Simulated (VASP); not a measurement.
# TaN (P6_3mc) in VASP: further runs, part 2 of 3

VASP 6.6.1. The steps go on from the part before.

## Step 4: Electric field gradients, PBEsol

This run uses another cell than the first one, of 9.95 Å³/atom, 1.063 times its volume.

INCAR reads:

```
  PREC = Accurate
  ENCUT = 520
  EDIFF = 1E-8
  ISMEAR = -1
  SIGMA = 0.01
  LREAL = F
  LASPH = T
  NELM = 60
  ALGO = Normal
  ISIF = 2
  LWAVE = F
  LCHARG = F
  GGA = PS
  LEFG = T
  NBANDS = 24
```

KPOINTS reads:

```
regular mesh
0
Gamma
  9 9 5
```

POSCAR reads:

```
TaN
1.0
    3.0500010905      0.0000000000      0.0000000000
   -1.5250005453      2.6413784260      0.0000000000
    0.0000000000      0.0000000000      4.9400000000
Ta N
2 2
Direct
    0.3333333333      0.6666666667      0.0000000000
    0.6666666667      0.3333333333      0.5000000000
    0.3333333333      0.6666666667      0.3850000000
    0.6666666667      0.3333333333      0.8850000000
```

Potentials or basis: VASP PAW PBE potentials, release 64 (Ta_pv, N).

The run is started by

```sh
$ cat potpaw_PBE.64/Ta_pv/POTCAR potpaw_PBE.64/N/POTCAR > POTCAR
$ mpirun -np 1 vasp_std > vasp.out
```

OUTCAR:

```text
PREC = Accurate
   ENCUT = 520
   EDIFF = 1E-8
   ISMEAR = -1
   LREAL = F
   LASPH = T
   NELM = 60
   ISIF = 2
   GGA = PS

 ion  position               nearest neighbor table
   1  0.333  0.667  0.000-   4 1.85   4 1.85   4 1.85   3 1.90   2 3.03   2 3.03   2 3.03   2 3.03
                             2 3.03   2 3.03
   2  0.667  0.333  0.500-   3 1.85   3 1.85   3 1.85   4 1.90   1 3.03   1 3.03   1 3.03   1 3.03
                             1 3.03   1 3.03
   3  0.333  0.667  0.385-   2 1.85   2 1.85   2 1.85   1 1.90
   4  0.667  0.333  0.885-   1 1.85   1 1.85   1 1.85   2 1.90

  LATTYP: Found a hexagonal cell.
 ALAT       =     3.0500010905
 C/A-ratio  =     1.6196715520

  Lattice vectors:

 A1 = (   3.0500010905,   0.0000000000,   0.0000000000)
 A2 = (  -1.5250005453,   2.6413784260,   0.0000000000)
 A3 = (   0.0000000000,   0.0000000000,   4.9400000000)

Analysis of symmetry for initial positions (statically):
[... 856 lines left out ...]
 -----------------------------------------------------------------------------------
     -0.00000      1.76092      0.00000         0.000000      0.000000      2.318918
      1.52500      0.88046      2.47000         0.000000     -0.000000      2.318918
     -0.00000      1.76092      1.90190        -0.000000      0.000000     -2.318918
      1.52500      0.88046      4.37190         0.000000     -0.000000     -2.318918
 -----------------------------------------------------------------------------------
    total drift:                               -0.000000      0.000000      0.000421

  FREE ENERGIE OF THE ION-ELECTRON SYSTEM (eV)
  ---------------------------------------------------
  free  energy   TOTEN  =       -40.8139721319 eV

  energy  without entropy=      -40.8127464312  energy(sigma->0) =      -40.81335928

 Electric field gradients (V/A^2)
---------------------------------------------------------------------
 ion       V_xx      V_yy      V_zz      V_xy      V_xz      V_yz
---------------------------------------------------------------------
   1     -61.042   -61.042   122.083    -0.000    -0.000     0.000
   2     -61.042   -61.042   122.083    -0.000     0.000    -0.000
   3      -5.383    -5.382    10.765     0.001     0.000    -0.000
   4      -5.383    -5.382    10.765     0.001    -0.000     0.000
---------------------------------------------------------------------

 Electric field gradients after diagonalization (V/A^2)
 (convention: |V_zz| > |V_xx| > |V_yy|)
----------------------------------------------------------------------
 ion       V_xx      V_yy      V_zz     asymmetry (V_yy - V_xx)/ V_zz
----------------------------------------------------------------------
   1     -61.042   -61.041   122.083       0.000
   2     -61.042   -61.041   122.083       0.000
   3      -5.383    -5.382    10.765       0.000
   4      -5.383    -5.382    10.765       0.000
----------------------------------------------------------------------

           NMR quadrupolar parameters

 Cq : quadrupolar parameter    Cq=e*Q*V_zz/h
 eta: asymmetry parameters     (V_yy - V_xx)/ V_zz
 Q  : nuclear electric quadrupole moment in mb (millibarn)
----------------------------------------------------------------------
 ion       Cq(MHz)       eta       Q (mb)
----------------------------------------------------------------------
   1       0.295       0.000       1.000
   2       0.295       0.000       1.000
   3       0.026       0.000       1.000
   4       0.026       0.000       1.000
----------------------------------------------------------------------
```

OSZICAR:

```text
N       E                     dE             d eps       ncg     rms          rms(c)
DAV:   1     0.286585394298E+03    0.28659E+03   -0.17753E+04  1728   0.144E+03
DAV:   2    -0.335142601643E+02   -0.32010E+03   -0.30570E+03  2104   0.426E+02
DAV:   3    -0.474402462618E+02   -0.13926E+02   -0.13801E+02  2168   0.891E+01
DAV:   4    -0.475598993872E+02   -0.11965E+00   -0.11961E+00  1952   0.885E+00
DAV:   5    -0.475610568283E+02   -0.11574E-02   -0.11573E-02  2184   0.763E-01    0.600E+01
DAV:   6    -0.409499337169E+02    0.66111E+01   -0.22009E+01  2016   0.366E+01    0.258E+01
DAV:   7    -0.408579438011E+02    0.91990E-01   -0.87006E-01  1824   0.748E+00    0.134E+01
DAV:   8    -0.408173661560E+02    0.40578E-01   -0.48152E-02  2120   0.155E+00    0.142E+00
DAV:   9    -0.408139302181E+02    0.34359E-02   -0.93173E-03  2024   0.691E-01    0.143E-01
DAV:  10    -0.408139820422E+02   -0.51824E-04   -0.42045E-04  2048   0.174E-01    0.496E-02
DAV:  11    -0.408139728577E+02    0.91846E-05   -0.25231E-05  2080   0.397E-02    0.112E-02
DAV:  12    -0.408139724503E+02    0.40743E-06   -0.17707E-06  2024   0.126E-02    0.347E-03
DAV:  13    -0.408139721412E+02    0.30908E-06   -0.17222E-07  2064   0.311E-03    0.231E-03
DAV:  14    -0.408139721319E+02    0.92577E-08   -0.11301E-08  1168   0.101E-03
   1 F= -.40813972E+02 E0= -.40813359E+02  d E =-.122570E-02
```

Run time: 18 s. Hardware: 1 thread of Intel Xeon Platinum 8488C (Sapphire Rapids), shared host; peak memory 0.17 GiB.

What came out:

```yaml
Free_energy: -40.8140 eV
Pressure: 129.5 GPa
Largest_force: 2.319 eV/Å
Band_gap_on_the_k_mesh: zero (band 16 reaches 10.14 eV, above the bottom of band 17 at 7.93 eV)
```

Forces on the atoms (eV/Å):
```
Ta   0.000  0.000  2.319
Ta   0.000  0.000  2.319
N    0.000  0.000 -2.319
N    0.000  0.000 -2.319
```

Stress tensor (GPa, compression positive):
```
137.90   0.00   0.00
  0.00 137.90   0.00
  0.00   0.00 112.75
```

Levels at points of the mesh, in eV from the Fermi level:
```
           k point  band 14  band 15  band 16  band 17  band 18  band 19
(0.00, 0.00, 0.00)    -7.54    -0.87    -0.87    -0.32     2.15     2.65
```

Electric field gradients, principal values (V/Å²):
```tsv
atom	least	middle	greatest (by size)
1 Ta	-61.041	-61.042	122.083
2 Ta	-61.041	-61.042	122.083
3 N	-5.382	-5.383	10.765
4 N	-5.382	-5.383	10.765
```

Caveat: without QUAD_EFG the Cq values of the log hold for a quadrupole moment of 1 mb, not for the nuclei; the PAW data sets were made with another functional, which shifts forces and pressure a little; spin-orbit coupling is left out, which moves the levels of the heavy elements.

## Step 5: Electric field gradients, PBEsol (equal xx and yy strain of +1 %)

INCAR reads:

```
SYSTEM = TaN
ALGO     = Normal         ! electronic algorithm
EDIFF    = 1E-8           ! SCF threshold, eV
ENCUT    = 520            ! plane-wave cutoff, eV
GGA      = PS             ! functional
ISIF     = 2              ! what is computed and relaxed
ISMEAR   = -1             ! smearing method
LASPH    = .TRUE.         ! aspherical terms in the spheres
LCHARG   = .FALSE.        ! write CHGCAR
LEFG     = .TRUE.       
LREAL    = .FALSE.        ! projectors in reciprocal space
LWAVE    = .FALSE.        ! write WAVECAR
NBANDS   = 24             ! bands
NELM     = 80             ! most SCF steps
PREC     = Accurate       ! precision mode
SIGMA    = 0.01           ! smearing width, eV
```

KPOINTS reads:

```
k-points
0
G
  9 9 5
  0 0 0
```

Edit POSCAR of step 4 so:

```diff
@@ -2,4 +2,4 @@
 1.0
-    3.0500010905      0.0000000000      0.0000000000
-   -1.5250005453      2.6413784260      0.0000000000
+    3.0805011014      0.0000000000      0.0000000000
+   -1.5402505508      2.6677922103      0.0000000000
     0.0000000000      0.0000000000      4.9400000000
```

Potentials or basis: VASP PAW PBE potentials, release 64 (Ta_pv, N).

The run is started by

```sh
$ cat potpaw_PBE.64/Ta_pv/POTCAR potpaw_PBE.64/N/POTCAR > POTCAR
$ mpirun -np 1 vasp_std > vasp.out
```

OUTCAR:

```text
SYSTEM = TaN
   EDIFF = 1E-8
   ENCUT = 520
   GGA = PS
   ISIF = 2
   ISMEAR = -1
   LASPH = .TRUE.
   LREAL = .FALSE.
   NELM = 80
   PREC = Accurate

 ion  position               nearest neighbor table
   1  0.333  0.667  0.000-   4 1.87   4 1.87   4 1.87   3 1.90   2 3.04   2 3.04   2 3.04   2 3.04
                             2 3.04   2 3.04
   2  0.667  0.333  0.500-   3 1.87   3 1.87   3 1.87   4 1.90   1 3.04   1 3.04   1 3.04   1 3.04
                             1 3.04   1 3.04
   3  0.333  0.667  0.385-   2 1.87   2 1.87   2 1.87   1 1.90
   4  0.667  0.333  0.885-   1 1.87   1 1.87   1 1.87   2 1.90

  LATTYP: Found a hexagonal cell.
 ALAT       =     3.0805011014
 C/A-ratio  =     1.6036352001

  Lattice vectors:

 A1 = (   3.0805011014,   0.0000000000,   0.0000000000)
 A2 = (  -1.5402505508,   2.6677922103,   0.0000000000)
 A3 = (   0.0000000000,   0.0000000000,   4.9400000000)

Analysis of symmetry for initial positions (statically):
=====================================================================
 Subroutine PRICEL returns:
 Original cell was already a primitive cell.

[... 854 lines left out ...]
      1.54025      0.88926      2.47000         0.000000      0.000000      1.705627
     -0.00000      1.77853      1.90190        -0.000000      0.000000     -1.705627
      1.54025      0.88926      4.37190         0.000000      0.000000     -1.705627
 -----------------------------------------------------------------------------------
    total drift:                               -0.000000      0.000000     -0.000016

  FREE ENERGIE OF THE ION-ELECTRON SYSTEM (eV)
  ---------------------------------------------------
  free  energy   TOTEN  =       -41.4609830554 eV

  energy  without entropy=      -41.4598021315  energy(sigma->0) =      -41.46039259

 Electric field gradients (V/A^2)
---------------------------------------------------------------------
 ion       V_xx      V_yy      V_zz      V_xy      V_xz      V_yz
---------------------------------------------------------------------
   1     -53.806   -53.807   107.613    -0.000    -0.000     0.000
   2     -53.806   -53.807   107.613    -0.000     0.000    -0.000
   3      -5.212    -5.212    10.424     0.000     0.000    -0.000
   4      -5.212    -5.212    10.424     0.000    -0.000     0.000
---------------------------------------------------------------------

 Electric field gradients after diagonalization (V/A^2)
 (convention: |V_zz| > |V_xx| > |V_yy|)
----------------------------------------------------------------------
 ion       V_xx      V_yy      V_zz     asymmetry (V_yy - V_xx)/ V_zz
----------------------------------------------------------------------
   1     -53.807   -53.806   107.613       0.000
   2     -53.807   -53.806   107.613       0.000
   3      -5.212    -5.211    10.424       0.000
   4      -5.212    -5.211    10.424       0.000
----------------------------------------------------------------------

           NMR quadrupolar parameters

 Cq : quadrupolar parameter    Cq=e*Q*V_zz/h
 eta: asymmetry parameters     (V_yy - V_xx)/ V_zz
 Q  : nuclear electric quadrupole moment in mb (millibarn)
----------------------------------------------------------------------
 ion       Cq(MHz)       eta       Q (mb)
----------------------------------------------------------------------
   1       0.260       0.000       1.000
   2       0.260       0.000       1.000
   3       0.025       0.000       1.000
   4       0.025       0.000       1.000
----------------------------------------------------------------------
```

stdout:

```text
POSCAR found type information on POSCAR TaN
 POSCAR found :  2 types and       4 ions
 scaLAPACK will be used
 -----------------------------------------------------------------------------
|                                                                             |
|                                                                             |
|     You enforced a specific xc type in the INCAR file but a different       |
|     I HOPE YOU KNOW WHAT YOU ARE DOING!                                     |
|                                                                             |
 -----------------------------------------------------------------------------

 LDA part: xc-table for (Slater+PW92), standard interpolation
 POSCAR, INCAR and KPOINTS ok, starting setup
 FFT: planning ... GRIDC
 FFT: planning ... GRID_SOFT
 FFT: planning ... GRID
 WAVECAR not read
 entering main loop
ion   1

ion   2

ion   3

ion   4
```

Wall time 48 s (1 thread of Intel Xeon 8259CL, shared host); peak memory 0.18 GiB.

What came out:

* Free energy: -41.4610 eV
* Pressure: 115.0 GPa
* Largest force: 1.706 eV/Å
* Band gap on the k mesh: zero (band 16 reaches 9.89 eV, above the bottom of band 17 at 7.77 eV)

Forces in eV/Å, atoms in the order of the input:
```
Ta   0.000  0.000  1.706
Ta   0.000  0.000  1.706
N    0.000  0.000 -1.706
N    0.000  0.000 -1.706
```

Electric field gradients, principal values (V/Å²):
```
atom    least   middle  greatest (by size)
1 Ta  -53.806  -53.807             107.613
2 Ta  -53.806  -53.807             107.613
 3 N   -5.211   -5.212              10.424
 4 N   -5.211   -5.212              10.424
```

Caveat: the cell differs from its parent crystal (equal xx and yy strain of +1 %); without QUAD_EFG the Cq values of the log hold for a quadrupole moment of 1 mb, not for the nuclei; the PAW data sets were made with another functional, which shifts forces and pressure a little; spin-orbit coupling is left out, which moves the levels of the heavy elements.

(Continued in part 3 of 3.)
